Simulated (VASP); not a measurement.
Te, 3 atoms in the cell. It takes space group P3_121 (No. 152, trigonal). The conventional cell has a = 4.454 Å, b = 4.454 Å, c = 5.924 Å, α = 90.00°, β = 90.00°, γ = 120.00°. Within 3.8 Å of Te (site symmetry 2) lie 6 Te at 2.86 to 3.47 Å. 

* Program: VASP 6.6.1
* Task: relaxation of cell and atoms
* Functional: BLYP
* Potentials or basis: VASP PAW PBE potentials, release 64 (Te)
* Cutoff: 600 eV
* k mesh: 7 × 7 × 5
* Occupations: fermi-dirac, width 0.05 eV
* Spin: no spin polarisation
* Dipole correction: no
* Further INCAR settings: ALGO = Normal; EDIFF = 1e-06; IBRION = 2; EDIFFG = -0.01; NSW = 60; ISIF = 3

Potentials or basis: VASP PAW PBE potentials, release 64 (Te).

Command:

```bash
$ cat potpaw_PBE.64/Te/POTCAR > POTCAR
$ mpirun -np 1 vasp_std > vasp.out
```

Hardware: 1 thread of Intel(R) Xeon(R) 6975P-C (Granite Rapids) (shared host).

**Question.** How long does it take, and how much memory?

**Answer.** Wall time 11 min on 1 thread of Intel(R) Xeon(R) 6975P-C (Granite Rapids), on a shared host, peak memory 0.27 GiB. Counts: scf iterations 175, k points 32, ion steps 27.
